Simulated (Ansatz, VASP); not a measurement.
# ZrOF2 in VASP and in Ansatz

```
CELL_PARAMETERS angstrom
3.95011 0.00000 0.00000
-1.97505 3.42089 0.00000
0.00000 0.00000 3.96934
ATOMIC_POSITIONS crystal
Zr 0.00000 0.00000 0.00000
O 0.00000 0.00000 0.50000
F 0.33333 0.66667 0.00000
F 0.66667 0.33333 0.00000
```

Change from the starting cell: species swapped into the LiVSe2 type (P-3m1, No. 164).

Alike in both runs: task relaxation of cell and atoms; functional PBE; k mesh 6 × 6 × 6; occupations gaussian, width 0.02 eV; no spin polarisation.

|  | VASP | Ansatz |
| --- | --- | --- |
| version | VASP 6.6.1 | Ansatz 0.2.0 |
| potentials or method | VASP PAW PBE potentials, release 64 (Zr_sv, O, F), cutoff 600 eV | scalar-relativistic, plane waves, PAW |
| valence electrons in the cell | 32 | 32 |

|  | VASP | Ansatz | Ansatz less VASP |
| --- | --- | --- | --- |
| gap on the k mesh at the Fermi level, each at its own relaxed structure (eV) | 3.57 | 3.58 | +0.009 |
| relaxed volume (Å³/atom) | 13.40 | 13.41 | +0.003 |
| relaxed length of the cell vector where the two differ most in proportion (Å) | 3.968 | 3.966 | -0.0018 |
